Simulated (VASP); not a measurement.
Set up this calculation in VASP 6.6.1, as the native input.

- Task: single point
- Functional: PBE
- Potentials or basis: VASP PAW PBE potentials, release 64 (Sc_sv, Ta_pv)
- Cutoff: 520 eV
- k mesh: 4 × 4 × 4
- Occupations: gaussian, width 0.1 eV
- Spin: no spin polarisation
- Dipole correction: no
- Further INCAR settings: ALGO = Fast; EDIFF = 1e-06; NBANDS = 36

The structure of Sc4Ta lies in POSCAR:

```
Sc4Ta
1.0
   -3.2532817451      3.2532817451      3.2532817451
    3.2532817451     -3.2532817451      3.2532817451
    3.2532817451      3.2532817451     -3.2532817451
Sc Ta
4 1
Direct
    0.0000000000      0.0000000000      0.5000000000
    0.0000000000      0.5000000000      0.0000000000
    0.5000000000      0.0000000000      0.0000000000
    0.5000000000      0.5000000000      0.5000000000
    0.0000000000      0.0000000000      0.0000000000
```

The input as run:

INCAR

```
  ALGO = Fast
  EDIFF = 1E-6
  ENCUT = 520
  GGA = PE
  ISIF = 2
  ISMEAR = 0
  LASPH = True
  LCHARG = False
  LREAL = False
  LWAVE = False
  NBANDS = 36
  NELM = 60
  PREC = Accurate
  SIGMA = 0.1
```

KPOINTS

```
k-points
0
Gamma
  4 4 4
```

Potentials or basis: VASP PAW PBE potentials, release 64 (Sc_sv, Ta_pv).

Launch:

```console
$ cat potpaw_PBE.64/Sc_sv/POTCAR potpaw_PBE.64/Ta_pv/POTCAR > POTCAR
$ mpirun -np 1 vasp_std > vasp.out
```

It gave:

| Item | Value |
| --- | --- |
| Pressure | 0.1 GPa |

Run time: 86 s on 1 thread of Intel(R) Xeon(R) Platinum 8375C CPU @ 2.90GHz (Ice Lake) (shared host), peak memory 0.27 GiB.
